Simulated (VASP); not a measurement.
The system is YSe2.

```xyz
3
Lattice="0.0000 3.4294 3.4294 3.4294 0.0000 3.4294 3.4294 3.4294 0.0000" Properties=species:S:1:pos:R:3 pbc="T T T"
Y     0.0000    0.0000    0.0000
Se    1.7147    1.7147    1.7147
Se    5.1441    5.1441    5.1441
```

Base run:

| Property | Result |
| --- | --- |
| Program | VASP 6.6.1 |
| Functional | PBE |
| Potentials or basis | VASP PAW PBE potentials, release 64 (Y_sv, Se) |
| Cutoff | 520 eV |
| k mesh | 8 × 8 × 8 |
| Occupations | gaussian, width 0.05 eV |
| Spin | no spin polarisation |

Its results: band gap on the k mesh zero (an odd number of electrons rules out a gap without spin polarisation); pressure 0.0 GPa.

Problem. After a change of settings the same cell gave: band gap on the k mesh zero (an odd number of electrons rules out a gap without spin polarisation); pressure -2.7 GPa. Which change was it?
A. functional from PBE to PBEsol; further incar settings from ALGO = Normal; EDIFF = 1e-07; NBANDS = 18 to ALGO = Normal; EDIFF = 1e-06; NBANDS = 18
B. occupations from gaussian, width 0.05 eV to tetrahedron; further incar settings from ALGO = Normal; EDIFF = 1e-07; NBANDS = 18 to ALGO = Normal; EDIFF = 1e-06; NBANDS = 18
C. further incar settings from ALGO = Normal; EDIFF = 1e-07; NBANDS = 18 to ALGO = Normal; EDIFF = 1e-06; NBANDS = 18

Solution. A.

Caveats: the PAW data sets were made with another functional, which shifts forces and pressure a little (at least some runs).
